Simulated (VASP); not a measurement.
A run of VASP 6.6.1 is set up as follows.

File INCAR:

```
SYSTEM = Si2Mo
ALGO = Normal
EDIFF = 1E-6
ENCUT = 520
GGA = PS
ISIF = 2
ISMEAR = 0
ISPIN = 2
LASPH = .True.
LCHARG = .False.
LMAXMIX = 4
LORBIT = 11
LREAL = .False.
LWAVE = .False.
MAGMOM = 1 0 0
NBANDS = 22
NELM = 150
NUPDOWN = 1.0
PREC = Accurate
SIGMA = 0.15
```

File KPOINTS:

```
k-points
0
Gamma
  12 12 12
  0 0 0
```

POSCAR

```
Si2Mo
1.0
   -1.5673377739      1.5673377739      3.8502632003
    1.5673377739     -1.5673377739      3.8502632003
    1.5673377739      1.5673377739     -3.8502632003
Mo Si
1 2
Direct
    0.0000000000      0.0000000000      0.0000000000
    0.6670000000      0.6670000000      0.0000000000
    0.3330000000      0.3330000000      0.0000000000
```

Potentials or basis: VASP PAW PBE potentials, release 64 (Mo_sv, Si).

The run is started by

```sh
$ cat potpaw_PBE.64/Mo_sv/POTCAR potpaw_PBE.64/Si/POTCAR > POTCAR
$ mpirun -np 1 vasp_std > vasp.out
```

(1) Predict the largest force.

(2) Predict the pressure.

Answers

(1) 0.248 eV/Å.

(2) 18.3 GPa.

Caveat: the stress differs along the axes, from 15 to 24 GPa; the PAW data sets were made with another functional, which shifts forces and pressure a little; the total moment is fixed, so each spin has its own Fermi level and the state may be an excited one.
